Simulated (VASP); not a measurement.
# Si (P1) in VASP: single point with r2SCAN

Aim: the single point of Si with r2SCAN.

All numbers are computed with VASP 6.6.1; they aren't measurements. Logs are shortened: lines on timing, memory, paths and dates and some standing lists are left out, and cuts for length are marked.

### Step 1. The cell of the first run

The typed cell holds 8 atoms: a = 5.439 Å, b = 5.590 Å, c = 5.423 Å, α = 94.60°, β = 88.62°, γ = 86.03°.

### Step 2. Single point, r2SCAN (atoms moved at random and the cell strained at random)

POSCAR reads:

```
Si
1.0
    5.4352551901     -0.1924032468     -0.0693872061
    0.1924032468     -5.5827670930      0.2221210207
    0.0693872061      0.2221210207     -5.4181745200
Si
8
Direct
    0.5103783003      0.0076756907     -0.0042790355
   -0.0086864273      0.5033310344     -0.0041437844
    0.0059224490     -0.0031379347      0.5236825722
    0.4988882944      0.4931879803      0.5015228692
    0.7487206616      0.7400750595      0.7353244267
    0.2432018175      0.2425309761      0.7465382123
    0.2467909812      0.7644420300      0.2439327118
    0.7547839233      0.2518951637      0.2574220277
```

INCAR.step1 reads:

```
PREC     = Accurate       # precision mode
ENCUT    = 520            # plane-wave cutoff, eV
ISMEAR   = 0              # smearing method
SIGMA    = 0.05           # smearing width, eV
LREAL    = F              # projectors in reciprocal space
LASPH    = T              # aspherical terms in the spheres
NELM     = 100            # most SCF steps
NBANDS   = 26             # bands
GGA      = PE             # functional
ALGO     = Normal         # electronic algorithm
EDIFF    = 1E-4           # SCF threshold, eV
LWAVE    = T              # write WAVECAR
LCHARG   = F              # write CHGCAR
```

INCAR.step2 reads:

```
PREC     = Accurate       # precision mode
ENCUT    = 520            # plane-wave cutoff, eV
EDIFF    = 1E-6           # SCF threshold, eV
ISMEAR   = 0              # smearing method
SIGMA    = 0.05           # smearing width, eV
LREAL    = F              # projectors in reciprocal space
LASPH    = T              # aspherical terms in the spheres
NELM     = 100            # most SCF steps
ALGO     = Normal         # electronic algorithm
ISIF     = 2              # what is computed and relaxed
LWAVE    = F              # write WAVECAR
LCHARG   = F              # write CHGCAR
METAGGA  = R2SCAN         # meta-GGA
LMIXTAU  = T            
NBANDS   = 26             # bands
ISTART   = 1
```

KPOINTS reads:

```
Automatic mesh
0
Gamma
  6 6 6
```

Potentials or basis: VASP PAW PBE potentials, release 64 (Si).

Run with:

```
> cat potpaw_PBE.64/Si/POTCAR > POTCAR
> cp INCAR.step1 INCAR
> mpirun -np 1 vasp_std > vasp.out
> cp INCAR.step2 INCAR
> mpirun -np 1 vasp_std > vasp.out
```

OUTCAR:

```text
PREC = Accurate
   ENCUT = 520
   EDIFF = 1E-6
   ISMEAR = 0
   LREAL = F
   LASPH = T
   NELM = 100
   ISIF = 2
   METAGGA = R2SCAN
   ISTART = 1

 ion  position               nearest neighbor table
   1  0.510  0.008  0.996-   5 2.28   8 2.38   6 2.40   7 2.49
   2  0.991  0.503  0.996-   6 2.27   5 2.37   7 2.43   8 2.47
   3  0.006  0.997  0.524-   7 2.25   6 2.25   5 2.41   8 2.48
   4  0.499  0.493  0.502-   8 2.21   5 2.33   6 2.48   7 2.51
   5  0.749  0.740  0.735-   1 2.28   4 2.33   2 2.37   3 2.41
   6  0.243  0.243  0.747-   3 2.25   2 2.27   1 2.40   4 2.48
   7  0.247  0.764  0.244-   3 2.25   2 2.43   1 2.49   4 2.51
   8  0.755  0.252  0.257-   4 2.21   1 2.38   2 2.47   3 2.48

  LATTYP: Found a triclinic cell.
 ALAT       =     5.4231695033
 B/A-ratio  =     1.4332445750
 C/A-ratio  =     1.8244471883
 COS(alpha) =     0.0019846934
 COS(beta)  =     0.5801628412
 COS(gamma) =     0.7145694580

  Lattice vectors:

 A1 = (  -0.0693872061,  -0.2221210207,   5.4181745200)
 A2 = (  -5.5046423962,  -0.0297177739,   5.4875617261)
 A3 = (   5.5582712308,  -5.9972913605,   5.5709083346)

Analysis of symmetry for initial positions (statically):
=====================================================================
 Subroutine PRICEL returns:
 Original cell was already a primitive cell.

 Routine SETGRP: Setting up the symmetry group for a
 triclinic supercell.

 Subroutine GETGRP returns: Found  1 space group operations
 (whereof  1 operations were pure point group operations)
 out of a pool of  2 trial point group operations.

The static configuration has the point symmetry C_1 .

Analysis of symmetry for dynamics (positions and initial velocities):
=====================================================================
 Subroutine PRICEL returns:
 Original cell was already a primitive cell.

 Routine SETGRP: Setting up the symmetry group for a
 triclinic supercell.

 Subroutine GETGRP returns: Found  1 space group operations
 (whereof  1 operations were pure point group operations)
 out of a pool of  2 trial point group operations.

The dynamic configuration has the point symmetry C_1 .

 Subroutine INISYM returns: Found  1 space group operations
 (whereof  1 operations are pure point group operations),
 and found     1 'primitive' translations

----------------------------------------------------------------------------------------
[... 110 lines left out ...]
   NFREE  =      0    steps in history (QN), initial steepest desc. (CG)
   ISIF   =      2    stress and relaxation
   ISYM   =      2    0-nonsym 1-usesym 2-fastsym
   POTIM  = 0.5000    time-step for ionic-motion
   TEBEG  =    0.0;   TEEND  =   0.0 temperature during run
   PSTRESS=    0.0 pullay stress
   NELECT =      32.0000    total number of electrons
   NUPDOWN=      -1.0000    fix difference up-down
   EMIN   =  10.00;   EMAX   =-10.00  energy-range for DOS
   EFERMI =   0.00;   METHOD = LEGACY
   ISMEAR =     0;   SIGMA  =   0.05  broadening in eV -4-tet -1-fermi 0-gaus
   EFERMI_NEDOS =   21; number of points for ismear=-14 and -15
   IALGO  =     38    algorithm
   IMIX   =      4    mixing-type and parameters
     AMIX     =   0.40;   BMIX     =  1.00
     AMIX_MAG =   1.60;   BMIX_MAG =  1.00
  volume/ion in A,a.u.               =      20.49       138.26
  Fermi-wavevector in a.u.,A,eV,Ry     =   0.949714  1.794700 12.271873  0.901957
  Thomas-Fermi vector in A             =   2.078023
   LORBIT       =      0    0 simple, 1 ext, 2 COOP (PROOUT), +10 PAW based schemes
   METAGGA = R2SCAN    functional components
   LHFCALC =     F    Hartree Fock is set to
   AEXX    =    0.0000 exact exchange contribution
   IVDW    =     0    specifies the selected vdW correction
   LEPSILON=     F    determine dielectric tensor
   LRPA    =     F    only Hartree local field effects (RPA)
 non-spin polarized calculation
 Gauss-broadening in eV      SIGMA  =   0.05
  energy-cutoff  :      520.00
  volume of cell :      163.91
 maximum number of plane-waves:      4448
   NGX = 21   NGY = 21   NGZ = 21

 number of electron      31.9999999 magnetization

 Free energy of the ion-electron system (eV)
  ---------------------------------------------------
  ext. energy  EPLUGINS =         0.00000000
  ---------------------------------------------------
  free energy    TOTEN  =       -69.27387191 eV

  energy without entropy =      -69.27374769  energy(sigma->0) =      -69.27380980

 E-fermi :   5.7926     XC(G=0):  -9.7667

 val. band max:        5.7494380856   @ k =   0.0000   0.0000   0.0000
 cond. band min:       5.8357446988   @ k =   0.0000   0.0000   0.0000
 fundamental gap:      0.0863066133
 Fermi energy:         5.7925774536

 k-point     1 :       0.0000    0.0000    0.0000
  band No.  band energies     occupation
      1      -6.9017      2.00000
      2      -3.1067      2.00000
      3      -2.7903      2.00000
      4      -2.7076      2.00000
      5      -2.5197      2.00000
      6      -2.3203      2.00000
[... 685 lines left out ...]
     25      10.6895      0.00000
     26      10.7237      0.00000

 [... further k-points ...]

------------------------ aborting loop because EDIFF is reached ----------------------------------------

  FORCE on cell =-STRESS in cart. coord.  units (eV):
  Direction    XX          YY          ZZ          XY          YZ          ZX
  --------------------------------------------------------------------------------------
  -------------------------------------------------------------------------------------
  Total        0.3873305     -2.4082844      0.4166012      5.9520268      9.2836775      3.1678844
  in kB        3.7861409    -23.5408866      4.0722610     58.1808311     90.7475874     30.9659466
  external PRESSURE =      -5.2274949 kB  Pullay stress =       0.0000000 kB

 VOLUME and BASIS-vectors are now :
 -----------------------------------------------------------------------------
  energy-cutoff  :      520.00
  volume of cell :      163.91
      direct lattice vectors                 reciprocal lattice vectors
     5.435255190 -0.192403247 -0.069387206     0.184245975  0.006454218  0.002624118
     0.192403247 -5.582767093  0.222121021    -0.006454218 -0.179641379 -0.007447152
     0.069387206  0.222121021 -5.418174520    -0.002624118 -0.007447152 -0.184902912

 POSITION                                       TOTAL-FORCE (eV/Angst)
 -----------------------------------------------------------------------------------
      2.84460      0.08012     -5.42870        -0.837151      0.011247     -0.603227
      5.55398     -2.77951     -5.35271        -0.140780     -0.377974     -0.931767
      0.26033     -5.45007     -2.61639        -1.439313     -0.012943      1.032498
      2.84128     -2.73794     -2.64241        -1.663511     -0.864036     -0.028834
      4.26290     -4.11239     -3.87168         0.437741     -0.035959     -0.384093
      1.42033     -1.23496     -4.00788         1.546912     -0.613381     -0.459491
      1.50538     -4.26100     -1.16900         0.995597      1.067218      0.536559
      4.16877     -1.49432     -1.39118         1.100505      0.825828      0.838357
 -----------------------------------------------------------------------------------
    total drift:                               -0.000018      0.000204     -0.000046

  FREE ENERGIE OF THE ION-ELECTRON SYSTEM (eV)
  ---------------------------------------------------
  free  energy   TOTEN  =       -69.2738719052 eV

  energy  without entropy=      -69.2737476900  energy(sigma->0) =      -69.27380980
```

It took 28 min on 1 thread of Intel Xeon 8259CL, shared host; peak memory 0.46 GiB.

Results:

```yaml
Free_energy: -69.2739 eV
Pressure: -0.5 GPa
Largest_force: 1.875 eV/Å
Band_gap_on_the_k_mesh: 0.09 eV
```

Forces in eV/Å, atoms in the order of the input:
```
Si  -0.837  0.011 -0.603
Si  -0.141 -0.378 -0.932
Si  -1.439 -0.013  1.032
Si  -1.664 -0.864 -0.029
Si   0.438 -0.036 -0.384
Si   1.547 -0.613 -0.459
Si   0.996  1.067  0.537
Si   1.101  0.826  0.838
```

Stress tensor (GPa, compression positive):
```
 0.38  5.82  3.10
 5.82 -2.35  9.07
 3.10  9.07  0.41
```

Caveat: the cell differs from its parent crystal (atoms moved at random and the cell strained at random); semilocal functionals underestimate gaps, and a narrow one can read as zero; the PAW data sets were made with another functional, which shifts forces and pressure a little.
